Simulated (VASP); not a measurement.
# TiGe4Mo (P4/mmm) in VASP: notebook, part 2 of 2

VASP 6.6.1. The steps go on from the part before.

### Step 4. Single point, PBE (volume scaled by 1.06, then relaxed in part)

Contents of INCAR:

```
ALGO = Normal
EDIFF = 1E-6
ENCUT = 520
GGA = PE
ISIF = 2
ISMEAR = 0
LASPH = True
LCHARG = False
LREAL = False
LWAVE = False
NBANDS = 50
NELM = 100
PREC = Accurate
SIGMA = 0.1
```

Contents of KPOINTS:

```
k-points
0
Gamma
  12 12 6
```

Contents of POSCAR:

```
TiGe4Mo
1.0
    3.4039358358      0.0000000000      0.0000000000
    0.0000000000      3.4039358358      0.0000000000
    0.0000000000      0.0000000000      8.6651805592
Ti Ge Mo
1 4 1
Direct
    0.5000000000      0.5000000000      0.5000000000
    0.0000000000      0.0000000000      0.6665751579
    0.5000000000      0.5000000000      0.1577462920
    0.0000000000      0.0000000000      0.3334248421
    0.5000000000      0.5000000000      0.8422537080
    0.0000000000      0.0000000000      0.0000000000
```

Potentials or basis: VASP PAW PBE potentials, release 64 (Ti_sv, Ge_d, Mo_sv).

Run with:

```console
$ cat potpaw_PBE.64/Ti_sv/POTCAR potpaw_PBE.64/Ge_d/POTCAR potpaw_PBE.64/Mo_sv/POTCAR > POTCAR
$ mpirun -np 1 vasp_std > vasp.out
```

OUTCAR:

```text
EDIFF = 1E-6
   ENCUT = 520
   GGA = PE
   ISIF = 2
   ISMEAR = 0
   LASPH = True
   LREAL = False
   NELM = 100
   PREC = Accurate

 ion  position               nearest neighbor table
   1  0.500  0.500  0.500-   2 2.81   4 2.81   2 2.81   4 2.81   2 2.81   4 2.81   2 2.81   4 2.81

   2  0.000  0.000  0.667-   1 2.81   1 2.81   1 2.81   1 2.81   5 2.85   5 2.85   5 2.85   5 2.85
                             4 2.89   6 2.89
   3  0.500  0.500  0.158-   5 2.73   6 2.77   6 2.77   6 2.77   6 2.77   4 2.85   4 2.85   4 2.85
                             4 2.85
   4  0.000  0.000  0.333-   1 2.81   1 2.81   1 2.81   1 2.81   3 2.85   3 2.85   3 2.85   3 2.85
                             2 2.89   6 2.89
   5  0.500  0.500  0.842-   3 2.73   6 2.77   6 2.77   6 2.77   6 2.77   2 2.85   2 2.85   2 2.85
                             2 2.85
   6  0.000  0.000  0.000-   3 2.77   5 2.77   3 2.77   5 2.77   3 2.77   5 2.77   3 2.77   5 2.77
                             4 2.89   2 2.89

  LATTYP: Found a simple tetragonal cell.
 ALAT       =     3.4039358358
 C/A-ratio  =     2.5456356927

  Lattice vectors:

 A1 = (   3.4039358358,   0.0000000000,   0.0000000000)
 A2 = (   0.0000000000,   3.4039358358,   0.0000000000)
 A3 = (   0.0000000000,   0.0000000000,   8.6651805592)

Analysis of symmetry for initial positions (statically):
=====================================================================
 Subroutine PRICEL returns:
 Original cell was already a primitive cell.

 Routine SETGRP: Setting up the symmetry group for a
 simple tetragonal supercell.

 Subroutine GETGRP returns: Found 16 space group operations
 (whereof 16 operations were pure point group operations)
 out of a pool of 16 trial point group operations.

[... 134 lines left out ...]
   NUPDOWN=      -1.0000    fix difference up-down
   EMIN   =  10.00;   EMAX   =-10.00  energy-range for DOS
   EFERMI =   0.00;   METHOD = LEGACY
   ISMEAR =     0;   SIGMA  =   0.10  broadening in eV -4-tet -1-fermi 0-gaus
   EFERMI_NEDOS =   21; number of points for ismear=-14 and -15
   IALGO  =     38    algorithm
   IMIX   =      4    mixing-type and parameters
     AMIX     =   0.40;   BMIX     =  1.00
     AMIX_MAG =   1.60;   BMIX_MAG =  1.00
  volume/ion in A,a.u.               =      16.73       112.92
  Fermi-wavevector in a.u.,A,eV,Ry     =   1.530263  2.891777 31.860817  2.341704
  Thomas-Fermi vector in A             =   2.637770
   LORBIT       =      0    0 simple, 1 ext, 2 COOP (PROOUT), +10 PAW based schemes
   GGA     = PE    functional components
   LHFCALC =     F    Hartree Fock is set to
   AEXX    =    0.0000 exact exchange contribution
   IVDW    =     0    specifies the selected vdW correction
   LEPSILON=     F    determine dielectric tensor
   LRPA    =     F    only Hartree local field effects (RPA)
 non-spin polarized calculation
 Gauss-broadening in eV      SIGMA  =   0.10
  energy-cutoff  :      520.00
  volume of cell :      100.40
 maximum number of plane-waves:      2720
 NGX is ok and might be reduce to    28
   NGX = 13   NGY = 13   NGZ = 33

 number of electron      82.0000053 magnetization

 Free energy of the ion-electron system (eV)
  ---------------------------------------------------
  ext. energy  EPLUGINS =         0.00000000
  ---------------------------------------------------
  free energy    TOTEN  =       -38.00522126 eV

  energy without entropy =      -37.99165008  energy(sigma->0) =      -37.99843567

 E-fermi :   8.3713     XC(G=0): -12.0588

 val. band max:        8.3683007561   @ k =   0.2500   0.1667   0.1667
 cond. band min:       8.3805302568   @ k =   0.5000   0.4167   0.5000
 fundamental gap:      0.0122295007
 Fermi energy:         8.3713391382

 k-point     1 :       0.0000    0.0000    0.0000
  band No.  band energies     occupation
      1     -52.4166      2.00000
      2     -48.3878      2.00000
      3     -26.4980      2.00000
      4     -26.4682      2.00000
      5     -26.4682      2.00000
      6     -24.7164      2.00000
[... 1261 lines left out ...]
     49      11.8804      0.00000
     50      12.1671      0.00000

 [... further k-points ...]
[... 5 lines left out ...]
  --------------------------------------------------------------------------------------
  -------------------------------------------------------------------------------------
  Total       -4.1628191     -4.1628191     -4.1873049      0.0000000      0.0000000      0.0000000
  in kB      -66.4290089    -66.4290089    -66.8197466      0.0000000      0.0000000      0.0000000
  external PRESSURE =     -66.5592548 kB  Pullay stress =       0.0000000 kB

 VOLUME and BASIS-vectors are now :
 -----------------------------------------------------------------------------
  energy-cutoff  :      520.00
  volume of cell :      100.40
      direct lattice vectors                 reciprocal lattice vectors
     3.403935836  0.000000000  0.000000000     0.293777571  0.000000000  0.000000000
     0.000000000  3.403935836  0.000000000     0.000000000  0.293777571  0.000000000
     0.000000000  0.000000000  8.665180559     0.000000000  0.000000000  0.115404404

 POSITION                                       TOTAL-FORCE (eV/Angst)
 -----------------------------------------------------------------------------------
      1.70197      1.70197      4.33259         0.000000     -0.000000      0.000000
      0.00000      0.00000      5.77599         0.000000     -0.000000     -0.003048
      1.70197      1.70197      1.36690        -0.000000      0.000000      0.009473
      0.00000      0.00000      2.88919         0.000000     -0.000000      0.003048
      1.70197      1.70197      7.29828         0.000000      0.000000     -0.009473
      0.00000      0.00000      0.00000         0.000000     -0.000000      0.000000
 -----------------------------------------------------------------------------------
    total drift:                                0.000000      0.000000     -0.000000

  FREE ENERGIE OF THE ION-ELECTRON SYSTEM (eV)
  ---------------------------------------------------
  free  energy   TOTEN  =       -38.0052212572 eV

  energy  without entropy=      -37.9916500820  energy(sigma->0) =      -37.99843567
```

stdout:

```text
POSCAR found type information on POSCAR TiGeMo
 POSCAR found :  3 types and       6 ions
 scaLAPACK will be used
 LDA part: xc-table for (Slater+PW92), standard interpolation
 POSCAR, INCAR and KPOINTS ok, starting setup
 FFT: planning ... GRIDC
 FFT: planning ... GRID_SOFT
 FFT: planning ... GRID
 WAVECAR not read
 entering main loop
```

Wall time 13 min (1 thread of Oxide Virtual Turin-like, shared host); peak memory 0.53 GiB.

Results:

* Free energy: -38.0052 eV
* Pressure: -6.7 GPa
* Largest force: 0.009 eV/Å
* Band gap on the k mesh: zero (band 41 reaches 8.96 eV, above the bottom of band 42 at 7.26 eV)

Forces in eV/Å, atoms in the order of the input:
```
Ti   0.000  0.000  0.000
Ge   0.000  0.000 -0.003
Ge   0.000  0.000  0.009
Ge   0.000  0.000  0.003
Ge   0.000  0.000 -0.009
Mo   0.000  0.000  0.000
```

Levels at points of the mesh, in eV from the Fermi level:
```csv
k point,band 38,band 39,band 40,band 41,band 42,band 43,band 44,band 45
"(0.00, 0.00, 0.00)",-0.45,0.18,0.18,0.55,0.55,0.55,1.76,2.41
"(0.50, 0.00, 0.00)",-1.53,-1.03,-0.19,-0.01,1.20,1.71,2.24,2.34
"(0.50, 0.50, 0.00)",-2.83,-1.54,-1.54,-0.77,-0.77,1.84,1.94,2.24
"(0.00, 0.00, 0.50)",-0.46,-0.39,-0.39,0.55,0.93,1.12,1.76,1.97
"(0.50, 0.00, 0.50)",-1.44,-0.55,-0.40,0.27,1.29,1.82,2.27,2.59
"(0.50, 0.50, 0.50)",-1.80,-1.48,-1.48,-0.87,-0.87,-0.17,0.65,1.84
```

### Step 5. Single point, PBE (volume scaled by 0.94, then relaxed in part)

Contents of INCAR:

```
PREC = Accurate ; ENCUT = 520
EDIFF = 1E-6 ; ISMEAR = 0
SIGMA = 0.1 ; LREAL = False
LASPH = True ; NELM = 80
ALGO = Normal ; ISIF = 2
LWAVE = False ; LCHARG = False
GGA = PE ; NBANDS = 50
```

Contents of KPOINTS:

```
Automatic mesh
0
Gamma
  12 12 6
```

Contents of POSCAR:

```
TiGe4Mo
1.0
    3.2698913258      0.0000000000      0.0000000000
    0.0000000000      3.2698913258      0.0000000000
    0.0000000000      0.0000000000      8.3271367477
Ti Ge Mo
1 4 1
Direct
    0.5000000000      0.5000000000      0.5000000000
    0.0000000000      0.0000000000      0.6662880555
    0.5000000000      0.5000000000      0.1619553420
    0.0000000000      0.0000000000      0.3337119445
    0.5000000000      0.5000000000      0.8380446580
    0.0000000000      0.0000000000      0.0000000000
```

Run with:

```console
$ cat potpaw_PBE.64/Ti_sv/POTCAR potpaw_PBE.64/Ge_d/POTCAR potpaw_PBE.64/Mo_sv/POTCAR > POTCAR
$ mpirun -np 1 vasp_std > vasp.out
```

Wall time 12 min (1 thread of Oxide Virtual Turin-like, shared host); peak memory 0.46 GiB.

Results (log left out):

```
Free energy            : -37.9555 eV
Pressure               : 9.7 GPa
Largest force          : 0.012 eV/Å
Band gap on the k mesh : zero (band 41 reaches 10.59 eV, above the bottom of band 42 at 8.73 eV)
```

Forces in eV/Å, atoms in the order of the input:
```
Ti   0.000  0.000  0.000
Ge   0.000  0.000 -0.007
Ge   0.000  0.000  0.012
Ge   0.000  0.000  0.007
Ge   0.000  0.000 -0.012
Mo   0.000  0.000  0.000
```

Levels at points of the mesh, in eV from the Fermi level:
| k point | band 38 | band 39 | band 40 | band 41 | band 42 | band 43 | band 44 | band 45 |
| --- | --- | --- | --- | --- | --- | --- | --- | --- |
| (0.00, 0.00, 0.00) | -0.61 | 0.17 | 0.17 | 0.63 | 0.63 | 0.74 | 2.06 | 3.19 |
| (0.50, 0.00, 0.00) | -1.63 | -1.19 | -0.25 | -0.01 | 1.35 | 2.05 | 2.76 | 2.96 |
| (0.50, 0.50, 0.00) | -3.18 | -1.79 | -1.79 | -0.69 | -0.69 | 2.25 | 2.43 | 2.78 |
| (0.00, 0.00, 0.50) | -0.64 | -0.51 | -0.51 | 0.74 | 1.45 | 1.58 | 2.06 | 2.22 |
| (0.50, 0.00, 0.50) | -1.67 | -0.73 | -0.48 | 0.32 | 1.47 | 2.22 | 2.81 | 3.30 |
| (0.50, 0.50, 0.50) | -1.98 | -1.64 | -1.64 | -0.88 | -0.88 | 0.03 | 0.81 | 2.25 |

### Step 6. Single point, PBE (volume scaled by 0.97, then relaxed in part)

Contents of INCAR:

```
ALGO = Normal
EDIFF = 1E-6
ENCUT = 520
GGA = PE
ISIF = 2
ISMEAR = 0
LASPH = True
LCHARG = False
LREAL = False
LWAVE = False
NBANDS = 50
NELM = 80
PREC = Accurate
SIGMA = 0.1
```

Contents of KPOINTS:

```
k-points
0
Gamma
  12 12 6
```

Contents of POSCAR:

```
TiGe4Mo
1.0
    3.3049298411      0.0000000000      0.0000000000
    0.0000000000      3.3049298411      0.0000000000
    0.0000000000      0.0000000000      8.4116603226
Ti Ge Mo
1 4 1
Direct
    0.5000000000      0.5000000000      0.5000000000
    0.0000000000      0.0000000000      0.6664108352
    0.5000000000      0.5000000000      0.1609590740
    0.0000000000      0.0000000000      0.3335891648
    0.5000000000      0.5000000000      0.8390409260
    0.0000000000      0.0000000000      0.0000000000
```

Potentials or basis: VASP PAW PBE potentials, release 64 (Ti_sv, Ge_d, Mo_sv).

Run with:

```console
$ cat potpaw_PBE.64/Ti_sv/POTCAR potpaw_PBE.64/Ge_d/POTCAR potpaw_PBE.64/Mo_sv/POTCAR > POTCAR
$ mpirun -np 1 vasp_std > vasp.out
```

OUTCAR:

```text
EDIFF = 1E-6
   ENCUT = 520
   GGA = PE
   ISIF = 2
   ISMEAR = 0
   LASPH = True
   LREAL = False
   NELM = 80
   PREC = Accurate

 ion  position               nearest neighbor table
   1  0.500  0.500  0.500-   2 2.72   4 2.72   2 2.72   4 2.72   2 2.72   4 2.72   2 2.72   4 2.72
                             3 2.85   5 2.85
   2  0.000  0.000  0.666-   1 2.72   1 2.72   1 2.72   1 2.72   5 2.75   5 2.75   5 2.75   5 2.75
                             4 2.80   6 2.81
[... 1488 lines left out ...]
  -------------------------------------------------------------------------------------
  Total        2.6168468      2.6168468      2.6486287      0.0000000      0.0000000      0.0000000
  in kB       45.6333834     45.6333834     46.1876050      0.0000000      0.0000000      0.0000000
  external PRESSURE =      45.8181239 kB  Pullay stress =       0.0000000 kB

 VOLUME and BASIS-vectors are now :
 -----------------------------------------------------------------------------
  energy-cutoff  :      520.00
  volume of cell :       91.88
      direct lattice vectors                 reciprocal lattice vectors
     3.304929841  0.000000000  0.000000000     0.302578284  0.000000000  0.000000000
     0.000000000  3.304929841  0.000000000     0.000000000  0.302578284  0.000000000
     0.000000000  0.000000000  8.411660323     0.000000000  0.000000000  0.118882594

 POSITION                                       TOTAL-FORCE (eV/Angst)
 -----------------------------------------------------------------------------------
      1.65246      1.65246      4.20583        -0.000000     -0.000000      0.000000
      0.00000      0.00000      5.60562         0.000000     -0.000000     -0.005063
      1.65246      1.65246      1.35393        -0.000000     -0.000000      0.010530
      0.00000      0.00000      2.80604        -0.000000      0.000000      0.005063
      1.65246      1.65246      7.05773        -0.000000      0.000000     -0.010530
      0.00000      0.00000      0.00000        -0.000000     -0.000000      0.000000
 -----------------------------------------------------------------------------------
    total drift:                                0.000000      0.000000      0.000000

  FREE ENERGIE OF THE ION-ELECTRON SYSTEM (eV)
  ---------------------------------------------------
  free  energy   TOTEN  =       -38.0817924995 eV

  energy  without entropy=      -38.0702801279  energy(sigma->0) =      -38.07603631
```

Run time: 13 min. Hardware: 1 thread of Oxide Virtual Turin-like, shared host; peak memory 0.5 GiB.

Results:

| Property | Result |
| --- | --- |
| Free energy | -38.0818 eV |
| Pressure | 4.6 GPa |
| Largest force | 0.011 eV/Å |
| Band gap on the k mesh | zero (band 41 reaches 10.14 eV, above the bottom of band 42 at 8.33 eV) |

Forces on the atoms (eV/Å):
```
Ti   0.000  0.000  0.000
Ge   0.000  0.000 -0.005
Ge   0.000  0.000  0.011
Ge   0.000  0.000  0.005
Ge   0.000  0.000 -0.011
Mo   0.000  0.000  0.000
```

### Step 7. Overview

```tsv
spin	cell	k mesh	smearing	gap on the mesh (eV)	pressure (GPa)	largest force (eV/Å)
off	a = 3.339, b = 6.678, c = 8.497 Å, 12 atoms	6 × 4 × 4	gaussian 0.2 eV	none	0.2	0.02
collinear, ferromagnetic start	a = 3.339, b = 3.339, c = 8.497 Å, 6 atoms	6 × 6 × 2	gaussian 0.1 eV	none	0.4	0.08
off	a = 3.404, b = 3.404, c = 8.665 Å, 6 atoms	12 × 12 × 6	gaussian 0.1 eV	none	-6.7	0.01
off	a = 3.270, b = 3.270, c = 8.327 Å, 6 atoms	12 × 12 × 6	gaussian 0.1 eV	none	9.7	0.01
off	a = 3.305, b = 3.305, c = 8.412 Å, 6 atoms	12 × 12 × 6	gaussian 0.1 eV	none	4.6	0.01
```

Alike in all rows: task single point; level PBE; potentials or basis VASP PAW PBE potentials, release 64 (Ti_sv, Ge_d, Mo_sv); cutoff (eV) 520.

Caveats: some runs use coarse meshes.

Total energies depend on the potentials used, so only differences within one code and one set of settings carry meaning.
